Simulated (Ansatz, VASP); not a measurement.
**One calculation of MgO, two programs**

Contents of INCAR:

```
  ALGO = Normal
  EDIFF = 1E-6
  ENCUT = 520
  GGA = PS
  ISIF = 2
  ISMEAR = 0
  LASPH = T
  LCHARG = T
  LELF = T
  LREAL = F
  LVHAR = T
  LWAVE = F
  NBANDS = 16
  NELM = 80
  PREC = Accurate
  SIGMA = 0.05
```

File KPOINTS:

```
k-points
0
Gamma
  9 9 6
```

Contents of POSCAR:

```
MgO
1.0
    3.2760489934      0.0000000000      0.0000000000
   -1.6380244967      2.8371416523      0.0000000000
    0.0000000000      0.0000000000      4.9777271858
Mg O
2 2
Direct
    0.3383149138      0.6666666667      0.0036583441
    0.6716482471      0.3333333333      0.5036583441
    0.3257655283      0.6666666667      0.4009416559
    0.6590988617      0.3333333333      0.9009416559
```

Input for Ansatz:

```yaml
crystal:
  lattice:
    - [3.2760489934, 0.0, 0.0]
    - [-1.6380244967, 2.8371416523, 0.0]
    - [0.0, 0.0, 4.9777271858]
  atoms:
    - { symbol: Mg, position: [0.3383149138, 0.6666666667, 0.0036583441] }
    - { symbol: Mg, position: [0.6716482471, 0.3333333333, 0.5036583441] }
    - { symbol: O, position: [0.3257655283, 0.6666666667, 0.4009416559] }
    - { symbol: O, position: [0.6590988617, 0.3333333333, 0.9009416559] }
basis:
  ecutwfc: 520.0
kpoints:
  mp_grid: { grid: [9, 9, 6] }
hamiltonian:
  xc: pbesol
  pseudopotentials: { kind: paw, azcp: { folder: soft_1 } }
scf:
  occupations: { method: gaussian, width: 0.05 }
output:
  forces: true
  stress: true
  eigenvalues: true
  write_density: true
  write_potential: true
  elf: true
  volumetric_format: npy
```

Change from the starting cell: mode 11 frozen in at -0.025 Å, equal normal strain along x, y and z -0.0083.

Alike in both runs: task single point; functional PBEsol; k mesh 9 × 9 × 6; occupations gaussian, width 0.05 eV; no spin polarisation.

|  | VASP | Ansatz |
| --- | --- | --- |
| version | VASP 6.6.1 | Ansatz 0.2.0 |
| potentials or method | VASP PAW PBE potentials, release 64 (Mg, O), cutoff 520 eV | scalar-relativistic, plane waves, PAW |
| valence electrons in the cell | 16 | 32 |

VASP gave:

```
gap on the k mesh at the Fermi level (eV)                     : 3.49
least direct gap on the mesh (eV)                             : 3.49
pressure (GPa)                                                : 3.1
traceless stress, the component that is largest in VASP (GPa) : -1.23
rms of the force components (eV/Å)                            : 0.253
```

Problem. Which values does Ansatz return?

Solution. gap on the k mesh at the Fermi level (eV): 3.49; least direct gap on the mesh (eV): 3.49; pressure (GPa): 3.3; traceless stress, the component that is largest in VASP (GPa): -1.21; rms of the force components (eV/Å): 0.248.

VASP's potentials were made for PBE, not for PBEsol, and Ansatz warns of the same on its side. Atom by atom the forces differ by 0.004 eV/Å (rms over components). The functional is the same, so the differences come from potentials, cutoffs and numerics. VASP's potentials hold 16 valence electrons a cell and Ansatz's 32, so a difference there can come from the potentials and not from the codes.
